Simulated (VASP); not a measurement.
Wanted: the native input for a VASP 6.6.1 run.

```yaml
Task: single point
Functional: r2SCAN
Potentials_or_basis: VASP PAW PBE potentials, release 64 (B, P)
Cutoff: 520 eV
k_mesh: 8 × 8 × 8
Occupations: gaussian, width 0.01 eV
Spin: no spin polarisation
Dipole_correction: no
Further_INCAR_settings: ALGO = Normal; EDIFF = 1e-07; NBANDS = 11
```

BP:

```
B P
1.0
     2.27960    2.27960    0.00000
    -2.27960    2.27960    0.00000
     0.00000    2.27960    2.26145
B P
1 1
Direct
  0.00000 0.00000 0.00000
  0.75000 0.25000 0.50000
```

This cell differs from its parent crystal: in-plane strain +0.005.

One way to write it, as run:

POSCAR

```
BP
1.0
    2.2795984284      2.2795984284      0.0000000000
   -2.2795984284      2.2795984284      0.0000000000
    0.0000000000      2.2795984284      2.2614523713
B P
1 1
Direct
    0.0000000000      0.0000000000      0.0000000000
    0.7500000000      0.2500000000      0.5000000000
```

INCAR.step1

```
PREC = Accurate ; ENCUT = 520
ISMEAR = 0 ; SIGMA = 0.01
LREAL = F ; LASPH = T
NELM = 60 ; NBANDS = 11
GGA = PE ; ALGO = Normal
EDIFF = 1E-4 ; LWAVE = T
LCHARG = F
```

INCAR.step2

```
PREC = Accurate ; ENCUT = 520
EDIFF = 1E-7 ; ISMEAR = 0
SIGMA = 0.01 ; LREAL = F
LASPH = T ; NELM = 60
ALGO = Normal ; ISIF = 2
LWAVE = F ; LCHARG = F
METAGGA = R2SCAN ; LMIXTAU = T
NBANDS = 11 ; ISTART = 1
```

KPOINTS

```
regular mesh
0
Gamma
  8 8 8
```

Potentials or basis: VASP PAW PBE potentials, release 64 (B, P).

Run with:

```console
$ cat potpaw_PBE.64/B/POTCAR potpaw_PBE.64/P/POTCAR > POTCAR
$ cp INCAR.step1 INCAR
$ mpirun -np 1 vasp_std > vasp.out
$ cp INCAR.step2 INCAR
$ mpirun -np 1 vasp_std > vasp.out
```

It gave:

```json
{"Pressure": "-1.6 GPa", "Band gap on the k mesh": "1.36 eV, indirect (least direct gap 3.54 eV)"}
```

Caveat: the cell differs from its parent crystal (in-plane strain +0.005); the PAW data sets were made with another functional, which shifts forces and pressure a little.

It took 18 s on 1 thread of Intel(R) Xeon(R) 6975P-C (Granite Rapids) (shared host), peak memory 0.14 GiB.
